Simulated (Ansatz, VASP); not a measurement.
# InSb3 in VASP and in Ansatz

INCAR

```
SYSTEM = InSb3
ALGO     = Fast           ! electronic algorithm
EDIFF    = 1E-6           ! SCF threshold, eV
ENCUT    = 520            ! plane-wave cutoff, eV
GGA      = PE             ! functional
ISIF     = 2              ! what is computed and relaxed
ISMEAR   = 0              ! smearing method
IVDW     = 12             ! dispersion correction
LASPH    = .True.         ! aspherical terms in the spheres
LCHARG   = .False.        ! write CHGCAR
LREAL    = .False.        ! projectors in reciprocal space
LWAVE    = .False.        ! write WAVECAR
NBANDS   = 38             ! bands
NELM     = 80             ! most SCF steps
PREC     = Accurate       ! precision mode
SIGMA    = 0.15           ! smearing width, eV
```

The input KPOINTS:

```
k-points
0
Gamma
  10 8 8
  0 0 0
```

File POSCAR:

```
InSb3
1.0
   -4.7333130259      0.0000000000      0.0000000000
    0.0000000000      4.7333130259      4.7333130259
    0.0000000000      4.7333130259     -4.7333130259
In Sb
2 6
Direct
    1.0000000000      0.0000000000      0.0000000000
    1.0000000000      0.5000000000      0.5000000000
    0.5000000000      0.2288731488      0.7288731488
    0.5000000000      0.7711268512      0.2711268512
    0.0000000000      0.5000000000      0.0000000000
    0.0000000000      0.0000000000      0.5000000000
    0.5000000000      0.7288731488      0.7711268512
    0.5000000000      0.2711268512      0.2288731488
```

Input for Ansatz:

```yaml
crystal:
  lattice:
    - [-4.7333130259, 0.0, 0.0]
    - [0.0, 4.7333130259, 4.7333130259]
    - [0.0, 4.7333130259, -4.7333130259]
  atoms:
    - { symbol: In, position: [1.0, 0.0, 0.0] }
    - { symbol: In, position: [1.0, 0.5, 0.5] }
    - { symbol: Sb, position: [0.5, 0.2288731488, 0.7288731488] }
    - { symbol: Sb, position: [0.5, 0.7711268512, 0.2711268512] }
    - { symbol: Sb, position: [0.0, 0.5, 0.0] }
    - { symbol: Sb, position: [0.0, 0.0, 0.5] }
    - { symbol: Sb, position: [0.5, 0.7288731488, 0.7711268512] }
    - { symbol: Sb, position: [0.5, 0.2711268512, 0.2288731488] }
basis:
  ecutwfc: 420
kpoints:
  mp_grid: { grid: [10, 8, 8] }
hamiltonian:
  xc: pbe
  dispersion: d3bj
scf:
  occupations: { method: gaussian, width: 0.15 }
output:
  forces: true
  stress: true
  eigenvalues: true
```

Change from the starting cell: mode 1 (-27.8 1/cm) frozen in, largest displacement -0.200 Å.

Alike in both runs: task single point; functional PBE; dispersion D3(BJ); k mesh 10 × 8 × 8; occupations gaussian, width 0.15 eV; no spin polarisation.

```csv
,VASP,Ansatz
version,VASP 6.6.1,Ansatz 0.2.0
potentials or method,"VASP PAW PBE potentials, release 64 (In_d, Sb), cutoff 520 eV","scalar-relativistic, plane waves, PAW"
valence electrons in the cell,56,116
```

Ansatz gave:

```
gap on the k mesh at the Fermi level (eV)                     : none
pressure (GPa)                                                : 0.2
traceless stress, the component that is largest in VASP (GPa) : 0.53
rms of the force components (eV/Å)                            : 0.018
```

Question: Which values does VASP return?

Answer: gap on the k mesh at the Fermi level (eV): none; pressure (GPa): 0.1; traceless stress, the component that is largest in VASP (GPa): 0.54; rms of the force components (eV/Å): 0.019.

Atom by atom the forces differ by 0.000 eV/Å (rms over components). A gap of «none» marks a metal or a gap that the smearing closes. VASP's potentials hold 56 valence electrons a cell and Ansatz's 116, so a difference there can come from the potentials and not from the codes.

Spin-orbit coupling is off throughout.
